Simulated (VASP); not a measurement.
Write the native input for VASP 6.6.1 that does the following.

```
Task                   : single point
Functional             : PBEsol
Potentials or basis    : VASP PAW PBE potentials, release 64 (Al)
Cutoff                 : 520 eV
k mesh                 : 13 × 13 × 1
Occupations            : fermi-dirac, width 0.1 eV
Spin                   : no spin polarisation
Dipole correction      : yes
Further INCAR settings : ALGO = Normal; EDIFF = 1e-06; NBANDS = 18
```

The structure of Al lies in POSCAR:

```
Al
1.0
    2.8454993653      0.0000000000      0.0000000000
   -1.4227496826      2.4642747368      0.0000000000
    0.0000000000      0.0000000000     27.6351000000
Al
6
Direct
    0.8333333333      0.1666666667      0.2866063369
    0.1666666667      0.8333333333      0.3721625656
    0.8333333333      0.1666666667      0.4574975363
    0.1666666667      0.8333333333      0.5425024636
    0.8333333333      0.1666666667      0.6278374288
    0.1666666667      0.8333333333      0.7133936689
```

One way to write it, as run:

INCAR

```
SYSTEM = Al
PREC = Accurate
ENCUT = 520
EDIFF = 1E-6
ISMEAR = -1
SIGMA = 0.1
LREAL = .FALSE.
LASPH = .TRUE.
NELM = 100
ALGO = Normal
ISIF = 2
LWAVE = .FALSE.
LCHARG = .FALSE.
LDIPOL = .TRUE.
IDIPOL = 3
DIPOL = 0.5 0.5 0.500
GGA = PS
NBANDS = 18
```

KPOINTS

```
Automatic mesh
0
G
  13 13 1
  0 0 0
```

Potentials or basis: VASP PAW PBE potentials, release 64 (Al).

The run is started by

```console
$ cat potpaw_PBE.64/Al/POTCAR > POTCAR
$ mpirun -np 1 vasp_std > vasp.out
```

Results of the run:

| Property | Result |
| --- | --- |
| Largest force | 0.004 eV/Å |
| Band gap on the k mesh | zero (band 9 reaches 3.88 eV, above the bottom of band 10 at 0.89 eV) |

Caveat: the PAW data sets were made with another functional, which shifts forces and pressure a little.

Wall time 2.7 min on 1 thread of Intel(R) Xeon(R) Platinum 8375C CPU @ 2.90GHz (Ice Lake), with other jobs on the host, peak memory 0.32 GiB.
